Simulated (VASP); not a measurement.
Set up this calculation in VASP 6.6.1, as the native input.

* Task: single point
* Functional: PBE
* Dispersion: D4
* Potentials or basis: VASP PAW PBE potentials, release 64 (Zn, S)
* Cutoff: 520 eV
* k mesh: 8 × 8 × 3
* Occupations: fermi-dirac, width 0.05 eV
* Spin: no spin polarisation
* Dipole correction: no
* Further INCAR settings: ALGO = Normal; EDIFF = 1e-06; NBANDS = 46

The structure of ZnS lies in POSCAR:

```
ZnS
1.0
    3.8480166318      0.0000000000      0.0000000000
   -1.9240083159      3.3324801573      0.0000000000
    0.0000000000      0.0000000000     12.6029163237
Zn S
4 4
Direct
    0.6666666667      0.3333333333      0.7500000000
    0.3333333333      0.6666666667      0.2500000000
    0.0000000000      0.0000000000      0.5000000000
    0.0000000000      0.0000000000      0.0000000000
    0.6666666667      0.3333333333      0.9375000000
    0.3333333333      0.6666666667      0.4375000000
    0.0000000000      0.0000000000      0.6875000000
    0.0000000000      0.0000000000      0.1875000000
```

The input as run:

INCAR

```
SYSTEM = ZnS
ALGO = Normal
EDIFF = 1E-6
ENCUT = 520
GGA = PE
ISIF = 2
ISMEAR = -1
IVDW = 13
LASPH = .True.
LCHARG = .False.
LREAL = .False.
LWAVE = .False.
NBANDS = 46
NELM = 60
PREC = Accurate
SIGMA = 0.05
```

KPOINTS

```
k-points
0
Gamma
  8 8 3
  0 0 0
```

Potentials or basis: VASP PAW PBE potentials, release 64 (Zn, S).

Launch:

```sh
$ cat potpaw_PBE.64/Zn/POTCAR potpaw_PBE.64/S/POTCAR > POTCAR
$ mpirun -np 1 vasp_std > vasp.out
```

Results of the run:

| Item | Value |
| --- | --- |
| Pressure | -2.5 GPa |
| Largest force | 0.040 eV/Å |
| Band gap on the k mesh | 2.04 eV |
| Dispersion energy per atom | -0.298 eV |

Caveat: an odd mesh through Γ misses points on the zone boundary, where band edges can lie.

It took 99 s on 1 thread of AMD EPYC 9R45 96-Core Processor (Zen 5), with other jobs on the host, peak memory 0.3 GiB.
